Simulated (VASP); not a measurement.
Ga3Cu, 4 atoms in the cell. It takes space group Pm-3m (No. 221, cubic). The conventional cell has a = 4.035 Å, b = 4.035 Å, c = 4.035 Å, α = 90.00°, β = 90.00°, γ = 90.00°. Ga (site symmetry 4/mmm) has 8 Ga at 2.85 Å and 4 Cu at 2.85 Å within 3.8 Å. Within 3.8 Å of Cu (site symmetry m-3m) lie 12 Ga at 2.85 Å. 

* Program: VASP 6.6.1
* Task: single point
* Functional: LDA
* Potentials or basis: VASP PAW LDA potentials, release 64 (Ga_d, Cu)
* Cutoff: 520 eV
* k mesh: 6 × 6 × 6
* Occupations: fermi-dirac, width 0.1 eV
* Spin: no spin polarisation
* Dipole correction: no
* Further INCAR settings: ALGO = Normal; EDIFF = 1e-06; NBANDS = 33

Potentials or basis: VASP PAW LDA potentials, release 64 (Ga_d, Cu).

The run is started by

```bash
$ cat potpaw_LDA.64/Ga_d/POTCAR potpaw_LDA.64/Cu/POTCAR > POTCAR
$ mpirun -np 1 vasp_std > vasp.out
```

Hardware: 1 thread of AMD EPYC 7R13 (shared host).

Q: How long does it take, and how much memory?

A: Wall time 87 s on 1 thread of AMD EPYC 7R13, with other jobs on the host, peak memory 0.14 GiB. Counts: scf iterations 14, k points 20.
